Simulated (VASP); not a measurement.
# LiH (Fm-3m) in VASP: a series of runs

Runs on LiH. Level: r2SCAN. Tasks: single point.

All numbers are computed with VASP 6.6.1; they aren't measurements. Logs are shortened: lines on timing, memory, paths and dates and some standing lists are left out, and cuts for length are marked.

**1. The cell of the first run**

The structure is cubic, space group Fm-3m (No. 225). The conventional cell has a = 4.007 Å, b = 4.007 Å, c = 4.007 Å, α = 90.00°, β = 90.00°, γ = 90.00°. Within 2.7 Å of Li (site symmetry m-3m) lie 6 H at 2.00 Å. H (site symmetry m-3m) has 6 Li at 2.00 Å within 2.7 Å.

**2. Single point, r2SCAN**

POSCAR reads:

```
LiH
1.0
    0.0000000000      2.0033987139      2.0033987139
    2.0033987139      0.0000000000      2.0033987139
    2.0033987139      2.0033987139      0.0000000000
Li H
1 1
Direct
    0.0000000000      0.0000000000      0.0000000000
    0.5000000000      0.5000000000      0.5000000000
```

INCAR.step1 reads:

```
PREC     = Accurate       # precision mode
ENCUT    = 830            # plane-wave cutoff, eV
ISMEAR   = 0              # smearing method
SIGMA    = 0.01           # smearing width, eV
LREAL    = F              # projectors in reciprocal space
LASPH    = T              # aspherical terms in the spheres
NELM     = 120            # most SCF steps
NBANDS   = 9              # bands
GGA      = PE             # functional
ALGO     = Normal         # electronic algorithm
EDIFF    = 1E-5           # SCF threshold, eV
LWAVE    = T              # write WAVECAR
LCHARG   = F              # write CHGCAR
GGA_COMPAT= F
```

INCAR.step2 reads:

```
PREC     = Accurate       # precision mode
ENCUT    = 830            # plane-wave cutoff, eV
EDIFF    = 1E-6           # SCF threshold, eV
ISMEAR   = 0              # smearing method
SIGMA    = 0.01           # smearing width, eV
LREAL    = F              # projectors in reciprocal space
LASPH    = T              # aspherical terms in the spheres
NELM     = 120            # most SCF steps
ALGO     = Normal         # electronic algorithm
ISIF     = 2              # what is computed and relaxed
LWAVE    = F              # write WAVECAR
LCHARG   = F              # write CHGCAR
METAGGA  = R2SCAN         # meta-GGA
LMIXTAU  = T            
NBANDS   = 9              # bands
ISTART   = 1            
GGA_COMPAT= F
```

KPOINTS reads:

```
Automatic mesh
0
Gamma
  10 10 10
```

Potentials or basis: VASP PAW PBE potentials, release 64 (Li_sv, H).

Command:

```bash
$ cat potpaw_PBE.64/Li_sv/POTCAR potpaw_PBE.64/H/POTCAR > POTCAR
$ cp INCAR.step1 INCAR
$ mpirun -np 1 vasp_std > vasp.out
$ cp INCAR.step2 INCAR
$ mpirun -np 1 vasp_std > vasp.out
```

OUTCAR:

```text
PREC = Accurate
   ENCUT = 830
   EDIFF = 1E-6
   ISMEAR = 0
   LREAL = F
   LASPH = T
   NELM = 120
   ISIF = 2
   METAGGA = R2SCAN
   ISTART = 1

 ion  position               nearest neighbor table
   1  0.000  0.000  0.000-
   2  0.500  0.500  0.500-

  LATTYP: Found a face centered cubic cell.
 ALAT       =     4.0067974278

  Lattice vectors:

 A1 = (   0.0000000000,   2.0033987139,   2.0033987139)
 A2 = (   2.0033987139,   0.0000000000,   2.0033987139)
 A3 = (   2.0033987139,   2.0033987139,   0.0000000000)

Analysis of symmetry for initial positions (statically):
=====================================================================
 Subroutine PRICEL returns:
 Original cell was already a primitive cell.

 Routine SETGRP: Setting up the symmetry group for a
 face centered cubic supercell.

 Subroutine GETGRP returns: Found 48 space group operations
[... 9 lines left out ...]

 Routine SETGRP: Setting up the symmetry group for a
 face centered cubic supercell.

 Subroutine GETGRP returns: Found 48 space group operations
[... 11 lines left out ...]
                                     Primitive cell

  volume of cell :      16.0817

  direct lattice vectors                    reciprocal lattice vectors
     0.000000000  2.003398714  2.003398714    -0.249575881  0.249575881  0.249575881
     2.003398714  0.000000000  2.003398714     0.249575881 -0.249575881  0.249575881
     2.003398714  2.003398714  0.000000000     0.249575881  0.249575881 -0.249575881

  length of vectors
     2.833233632  2.833233632  2.833233632     0.432278107  0.432278107  0.432278107

  position of ions in fractional coordinates (direct lattice)
     0.000000000  0.000000000  0.000000000
     0.500000000  0.500000000  0.500000000

  ion indices of the primitive-cell ions
   primitive index   ion index
                 1           1
                 2           2

----------------------------------------------------------------------------------------

 KPOINTS: Automatic mesh

Automatic generation of k-mesh.
 Grid dimensions read from file:
 generate k-points for:   10   10   10

 Generating k-lattice:

  Cartesian coordinates                     Fractional coordinates (reciprocal lattice)
    -0.024957588  0.024957588  0.024957588     0.100000000  0.000000000  0.000000000
     0.024957588 -0.024957588  0.024957588     0.000000000  0.100000000  0.000000000
     0.024957588  0.024957588 -0.024957588     0.000000000  0.000000000  0.100000000

  Length of vectors
     0.043227811  0.043227811  0.043227811

  Shift w.r.t. Gamma in fractional coordinates (k-lattice)
     0.000000000  0.000000000  0.000000000

 Subroutine IBZKPT returns following result:
 ===========================================

 Found     47 irreducible k-points:

 Following reciprocal coordinates:
            Coordinates               Weight
  0.000000  0.000000  0.000000      1.000000
  0.100000  0.000000  0.000000      8.000000
  0.200000  0.000000  0.000000      8.000000
  0.300000  0.000000  0.000000      8.000000
  0.400000  0.000000  0.000000      8.000000
  0.500000  0.000000  0.000000      4.000000
[... 16 lines left out ...]
  0.300000  0.300000  0.000000      6.000000
  0.400000  0.300000  0.000000     24.000000
 [... further k-points ...]
   k-points           NKPTS =     47   k-points in BZ     NKDIM =     47   number of bands    NBANDS=      9
   number of dos      NEDOS =    301   number of ions     NIONS =      2
   total plane-waves  NPLWV =  21952
   dimension x,y,z NGX =    28 NGY =   28 NGZ =   28
   dimension x,y,z NGXF=    56 NGYF=   56 NGZF=   56
   ions per type =               1   1
   NGX,Y,Z   is equivalent  to a cutoff of  16.43, 16.43, 16.43 a.u.
   NGXF,Y,Z  is equivalent  to a cutoff of  32.86, 32.86, 32.86 a.u.
 SYSTEM =  unknown system
   PREC   = accura    normal or accurate (medium, high low for compatibility)
   ISTART =      1    job   : 0-new  1-cont  2-samecut
   ICHARG =      0    charge: 1-file 2-atom 10-const
   ISPIN  =      1    spin polarized calculation?
   LNONCOLLINEAR =      F non collinear calculations
   LSORBIT =      F    spin-orbit coupling
   LASPH  =      T    aspherical Exc in radial PAW
   ENCUT  =  830.0 eV  61.00 Ry    7.81 a.u.   6.66  6.66  6.66*2*pi/ulx,y,z
   NELM   =    120;   NELMIN=  2; NELMDL=  0     # of ELM steps
   EDIFF  = 0.1E-05   stopping-criterion for ELM
   LREAL  =      F    real-space projection
   EDIFFG = 0.1E-04   stopping-criterion for IOM
   NSW    =      0    number of steps for IOM
   IBRION =     -1    ionic relax: 0-MD 1-quasi-New 2-CG
   NFREE  =      0    steps in history (QN), initial steepest desc. (CG)
   ISIF   =      2    stress and relaxation
   ISYM   =      2    0-nonsym 1-usesym 2-fastsym
   POTIM  = 0.5000    time-step for ionic-motion
   TEBEG  =    0.0;   TEEND  =   0.0 temperature during run
   PSTRESS=    0.0 pullay stress
   NELECT =       4.0000    total number of electrons
   NUPDOWN=      -1.0000    fix difference up-down
   EMIN   =  10.00;   EMAX   =-10.00  energy-range for DOS
   EFERMI =   0.00;   METHOD = LEGACY
   ISMEAR =     0;   SIGMA  =   0.01  broadening in eV -4-tet -1-fermi 0-gaus
   EFERMI_NEDOS =   21; number of points for ismear=-14 and -15
   IALGO  =     38    algorithm
   IMIX   =      4    mixing-type and parameters
     AMIX     =   0.40;   BMIX     =  1.00
     AMIX_MAG =   1.60;   BMIX_MAG =  1.00
  volume/ion in A,a.u.               =       8.04        54.26
  Fermi-wavevector in a.u.,A,eV,Ry     =   1.029558  1.945582 14.422032  1.059989
  Thomas-Fermi vector in A             =   2.163612
   LORBIT       =      0    0 simple, 1 ext, 2 COOP (PROOUT), +10 PAW based schemes
   METAGGA = R2SCAN    functional components
   LHFCALC =     F    Hartree Fock is set to
   AEXX    =    0.0000 exact exchange contribution
   IVDW    =     0    specifies the selected vdW correction
   LEPSILON=     F    determine dielectric tensor
   LRPA    =     F    only Hartree local field effects (RPA)
 non-spin polarized calculation
 Gauss-broadening in eV      SIGMA  =   0.01
  energy-cutoff  :      830.00
  volume of cell :       16.08
 maximum number of plane-waves:       893
   NGX = 13   NGY = 13   NGZ = 13

 number of electron       4.0000001 magnetization

 Free energy of the ion-electron system (eV)
  ---------------------------------------------------
  ext. energy  EPLUGINS =         0.00000000
  ---------------------------------------------------
  free energy    TOTEN  =        -6.81892392 eV

  energy without entropy =       -6.81892392  energy(sigma->0) =       -6.81892392

 E-fermi :   0.0261     XC(G=0):  -8.8306

 val. band max:       -0.1854906523   @ k =   0.5000   0.5000   0.0000
 cond. band min:       3.3917506648   @ k =   0.5000   0.5000   0.0000
 fundamental gap:      3.5772413171
 Fermi energy:         0.0261432288

 k-point     1 :       0.0000    0.0000    0.0000
  band No.  band energies     occupation
      1     -45.9005      2.00000
      2      -5.6441      2.00000
      3      17.4462      0.00000
      4      19.2009      0.00000
      5      19.2009      0.00000
      6      19.2009      0.00000
      7      23.6518      0.00000
      8      23.6518      0.00000
      9      23.6518      0.00000

 k-point     2 :       0.1000    0.0000    0.0000
  band No.  band energies     occupation
      1     -45.8962      2.00000
      2      -5.4636      2.00000
      3      15.6821      0.00000
      4      18.1957      0.00000
      5      18.7526      0.00000
      6      18.7526      0.00000
      7      23.4140      0.00000
      8      24.6281      0.00000
      9      24.6281      0.00000

 k-point     3 :       0.2000    0.0000    0.0000
  band No.  band energies     occupation
      1     -45.8850      2.00000
      2      -4.9371      2.00000
      3      12.1569      0.00000
      4      16.8637      0.00000
      5      18.0732      0.00000
      6      18.0732      0.00000
      7      24.4088      0.00000
      8      24.4089      0.00000
      9      24.4574      0.00000

 k-point     4 :       0.3000    0.0000    0.0000
  band No.  band energies     occupation
      1     -45.8711      2.00000
      2      -4.1313      2.00000
      3       8.8633      0.00000
      4      15.7415      0.00000
      5      17.7111      0.00000
      6      17.7111      0.00000
      7      22.1055      0.00000
      8      22.1055      0.00000
      9      26.1563      0.00000

 k-point     5 :       0.4000    0.0000    0.0000
  band No.  band energies     occupation
      1     -45.8599      2.00000
      2      -3.2580      2.00000
      3       6.4335      0.00000
      4      15.0089      0.00000
      5      17.7636      0.00000
      6      17.7636      0.00000
      7      20.3931      0.00000
      8      20.3931      0.00000
      9      28.1031      0.00000

 k-point     6 :       0.5000    0.0000    0.0000
  band No.  band energies     occupation
      1     -45.8556      2.00000
      2      -2.8279      2.00000
      3       5.4770      0.00000
      4      14.7563      0.00000
      5      17.9589      0.00000
      6      17.9589      0.00000
      7      19.6395      0.00000
      8      19.6395      0.00000
      9      29.2125      0.00000
[... 169 lines left out ...]
 k-point    21 :      -0.3000    0.2000    0.0000
  band No.  band energies     occupation
      1     -45.8559      2.00000
      2      -2.8429      2.00000
      3       7.3952      0.00000
      4       9.9044      0.00000
      5      16.4139      0.00000
      6      17.1338      0.00000
      7      23.6855      0.00000
      8      27.0867      0.00000
      9      28.1046      0.00000

 k-point    22 :      -0.2000    0.2000    0.0000
  band No.  band energies     occupation
      1     -45.8664      2.00000
      2      -3.7854      2.00000
      3      10.2230      0.00000
      4      10.3541      0.00000
      5      17.3697      0.00000
      6      18.3274      0.00000
      7      22.7359      0.00000
      8      25.4702      0.00000
      9      26.7634      0.00000

 k-point    23 :       0.3000    0.3000    0.0000
  band No.  band energies     occupation
      1     -45.8619      2.00000
      2      -3.3653      2.00000
      3       9.1350      0.00000
      4      13.0591      0.00000
      5      13.0591      0.00000
      6      16.4048      0.00000
      7      19.1259      0.00000
      8      29.9763      0.00000
      9      33.0382      0.00000

 k-point    24 :       0.4000    0.3000    0.0000
  band No.  band energies     occupation
      1     -45.8532      2.00000
      2      -2.4613      2.00000
      3       7.1611      0.00000
      4      11.2155      0.00000
      5      12.5943      0.00000
      6      17.2953      0.00000
      7      19.1550      0.00000
      8      31.0581      0.00000
      9      31.7181      0.00000

 [... further k-points ...]
[... 5 lines left out ...]
  --------------------------------------------------------------------------------------
  -------------------------------------------------------------------------------------
  Total       -0.0060754     -0.0060754     -0.0060754     -0.0000000     -0.0000000      0.0000000
  in kB       -0.6052797     -0.6052797     -0.6052797     -0.0000000     -0.0000000      0.0000000
  external PRESSURE =      -0.6052797 kB  Pullay stress =       0.0000000 kB

 VOLUME and BASIS-vectors are now :
 -----------------------------------------------------------------------------
  energy-cutoff  :      830.00
  volume of cell :       16.08
      direct lattice vectors                 reciprocal lattice vectors
     0.000000000  2.003398714  2.003398714    -0.249575881  0.249575881  0.249575881
     2.003398714  0.000000000  2.003398714     0.249575881 -0.249575881  0.249575881
     2.003398714  2.003398714  0.000000000     0.249575881  0.249575881 -0.249575881

 POSITION                                       TOTAL-FORCE (eV/Angst)
 -----------------------------------------------------------------------------------
      0.00000      0.00000      0.00000        -0.000000      0.000000     -0.000000
      2.00340      2.00340      2.00340         0.000000     -0.000000      0.000000
 -----------------------------------------------------------------------------------
    total drift:                                0.000000      0.000000      0.000000

  FREE ENERGIE OF THE ION-ELECTRON SYSTEM (eV)
  ---------------------------------------------------
  free  energy   TOTEN  =        -6.8189239236 eV

  energy  without entropy=       -6.8189239236  energy(sigma->0) =       -6.81892392
```

Run time: 1.8 min. Hardware: 1 thread of Intel Xeon 8259CL, shared host; peak memory 0.16 GiB.

Results:

| Item | Value |
| --- | --- |
| Free energy | -6.8189 eV |
| Pressure | -0.1 GPa |
| Band gap on the k mesh | 3.58 eV, direct |

Caveat: the PAW data sets were made with another functional, which shifts forces and pressure a little. A k mesh can miss the band edges.

**3. Single point, r2SCAN**

POSCAR is that of step 2.

INCAR.step1 reads:

```
SYSTEM = LiH
  ALGO = Normal
  EDIFF = 1E-5
  ENCUT = 830
  GGA = PE
  GGA_COMPAT = .False.
  ISMEAR = 0
  LASPH = .True.
  LCHARG = .False.
  LREAL = .False.
  LWAVE = .True.
  NBANDS = 9
  NELM = 120
  PREC = Accurate
  SIGMA = 0.01
```

INCAR.step2 reads:

```
SYSTEM = LiH
  ALGO = Normal
  EDIFF = 1E-6
  ENCUT = 830
  GGA_COMPAT = .False.
  ISIF = 2
  ISMEAR = 0
  ISTART = 1
  LASPH = .True.
  LCHARG = .False.
  LMIXTAU = .True.
  LREAL = .False.
  LWAVE = .False.
  METAGGA = R2SCAN
  NBANDS = 9
  NELM = 120
  PREC = Accurate
  SIGMA = 0.01
```

KPOINTS reads:

```
k-points
0
Gamma
  10 10 10
  0 0 0
```

Potentials or basis: VASP PAW PBE potentials, release 64 (Li_sv, H).

Command:

```bash
$ cat potpaw_PBE.64/Li_sv/POTCAR potpaw_PBE.64/H/POTCAR > POTCAR
$ cp INCAR.step1 INCAR
$ mpirun -np 1 vasp_std > vasp.out
$ cp INCAR.step2 INCAR
$ mpirun -np 1 vasp_std > vasp.out
```

Wall time 1.7 min (1 thread of Intel Xeon 8259CL, shared host); peak memory 0.16 GiB.

The run converged. Its results:

| Property | Result |
| --- | --- |
| Free energy | -6.8189 eV |
| Pressure | -0.1 GPa |
| Band gap on the k mesh | 3.58 eV, direct |

Levels at points of the mesh, in eV from the valence-band top:
| k point | band 1 | band 2 | band 3 | band 4 | band 5 |
| --- | --- | --- | --- | --- | --- |
| (0.00, 0.00, 0.00) | -45.72 | -5.46 | 17.63 | 19.39 | 19.39 |
| (0.50, 0.00, 0.00) | -45.67 | -2.64 | 5.66 | 14.94 | 18.14 |
| (0.50, 0.50, 0.00) | -45.66 | 0.00 | 3.58 | 11.74 | 11.74 |

Caveat: the PAW data sets were made with another functional, which shifts forces and pressure a little. r2SCAN opens gaps a little over a GGA but as a rule still falls short of measured ones.

**4. Single point, r2SCAN (volume changed by -3%)**

POSCAR reads:

```
LiH
1.0
    0.0000000000      1.9831609796      1.9831609796
    1.9831609796      0.0000000000      1.9831609796
    1.9831609796      1.9831609796      0.0000000000
Li H
1 1
Direct
    0.0000000000      0.0000000000      0.0000000000
    0.5000000000      0.5000000000      0.5000000000
```

INCAR.step1 reads:

```
  PREC = Accurate
  ENCUT = 830
  ISMEAR = 0
  SIGMA = 0.01
  LREAL = F
  LASPH = T
  NELM = 120
  NBANDS = 9
  GGA = PE
  ALGO = Normal
  EDIFF = 1E-5
  LWAVE = T
  LCHARG = F
  GGA_COMPAT = F
```

INCAR.step2 reads:

```
  PREC = Accurate
  ENCUT = 830
  EDIFF = 1E-6
  ISMEAR = 0
  SIGMA = 0.01
  LREAL = F
  LASPH = T
  NELM = 120
  ALGO = Normal
  ISIF = 2
  LWAVE = F
  LCHARG = T
  METAGGA = R2SCAN
  LMIXTAU = T
  LELF = T
  LVHAR = T
  NBANDS = 9
  ISTART = 1
  GGA_COMPAT = F
```

KPOINTS reads:

```
Automatic mesh
0
Gamma
  10 10 10
```

Command:

```bash
$ cat potpaw_PBE.64/Li_sv/POTCAR potpaw_PBE.64/H/POTCAR > POTCAR
$ cp INCAR.step1 INCAR
$ mpirun -np 1 vasp_std > vasp.out
$ cp INCAR.step2 INCAR
$ mpirun -np 1 vasp_std > vasp.out
```

Run time: 1.8 min. Hardware: 1 thread of Intel Xeon 8259CL, shared host; peak memory 0.16 GiB.

The run converged. Its results:

```yaml
Free_energy: -6.8177 eV
Pressure: 0.8 GPa
Band_gap_on_the_k_mesh: 3.56 eV, direct
```

Levels at points of the mesh, in eV from the valence-band top:
```tsv
k point	band 1	band 2	band 3	band 4	band 5	band 6	band 7
(0.00, 0.00, 0.00)	-45.70	-5.57	18.06	19.73	19.73	19.73	24.22
(0.50, 0.00, 0.00)	-45.65	-2.73	5.75	15.22	18.46	18.46	20.14
(0.50, 0.50, 0.00)	-45.63	0.00	3.56	11.90	11.90	15.25	19.65
```

Caveat: the PAW data sets were made with another functional, which shifts forces and pressure a little. A k mesh can miss the band edges.

[end of part 1 of 2]
